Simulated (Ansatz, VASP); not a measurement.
Hg: VASP beside Ansatz

The input POSCAR:

```
Hg
1.0
    3.5115436590      0.0000000000      0.0000000000
   -1.7557718295      3.0410860152      0.0000000000
    0.0000000000      0.0000000000      5.6147724951
Hg
2
Direct
    0.3333333333      0.6666666667      0.2500000000
    0.6666666667      0.3333333333      0.7500000000
```

File INCAR.step1:

```
SYSTEM = Hg
PREC = Accurate
ENCUT = 520
ISMEAR = -1
SIGMA = 0.1
LREAL = .FALSE.
LASPH = .TRUE.
NELM = 80
NBANDS = 19
GGA = PE
ALGO = Normal
EDIFF = 1E-4
LWAVE = .TRUE.
LCHARG = .FALSE.
```

Contents of INCAR.step2:

```
SYSTEM = Hg
PREC = Accurate
ENCUT = 520
EDIFF = 1E-7
ISMEAR = -1
SIGMA = 0.1
LREAL = .FALSE.
LASPH = .TRUE.
NELM = 80
ALGO = Normal
ISIF = 2
LWAVE = .FALSE.
LCHARG = .FALSE.
METAGGA = R2SCAN
LMIXTAU = .TRUE.
NBANDS = 19
ISTART = 1
```

The input KPOINTS:

```
Automatic mesh
0
G
  12 12 7
  0 0 0
```

Input for Ansatz:

```yaml
crystal:
  lattice:
    - [3.511543659, 0.0, 0.0]
    - [-1.7557718295, 3.0410860152, 0.0]
    - [0.0, 0.0, 5.6147724951]
  atoms:
    - { symbol: Hg, position: [0.3333333333, 0.6666666667, 0.25] }
    - { symbol: Hg, position: [0.6666666667, 0.3333333333, 0.75] }
hamiltonian:
  xc: r2scan
  pseudopotentials:
    kind: paw
    azcp:
      Hg: "pseudopotentials/Hg.paw.azcp"
basis:
  ecutwfc: 500
  fft_grid_basis: typed
kpoints:
  mp_grid: { grid: [12, 12, 7], shift: [0, 0, 0] }
magnetization:
  spin_polarized: false
scf:
  occupations: { method: fermi_dirac, width: 0.1 }
  lower_state_search: "off"
output:
  stress: true
  write_density: true
  write_potential: true
  elf: true
  volumetric_format: npy
```

Alike in both runs: task single point; functional r2SCAN; k mesh 12 × 12 × 7; occupations fermi-dirac, width 0.1 eV; no spin polarisation.

```csv
,VASP,Ansatz
version,VASP 6.6.1,Ansatz 0.2.0
potentials or method,"VASP PAW PBE potentials, release 64 (Hg), cutoff 520 eV","plane waves (500 eV) with PAW, scalar-relativistic"
valence electrons in the cell,24,40
```

```tsv
	VASP	Ansatz	Ansatz less VASP
pressure (GPa)	-0.8	-0.9	-0.09
traceless stress, the component that is largest in VASP (GPa)	-0.15	-0.16	-0.010
```

VASP's potentials were made for PBE, not for r2SCAN. The functional is the same, so the differences come from potentials, cutoffs and numerics. VASP's potentials hold 24 valence electrons a cell and Ansatz's 40, so a difference there can come from the potentials and not from the codes.

Neither program's run includes spin-orbit coupling.
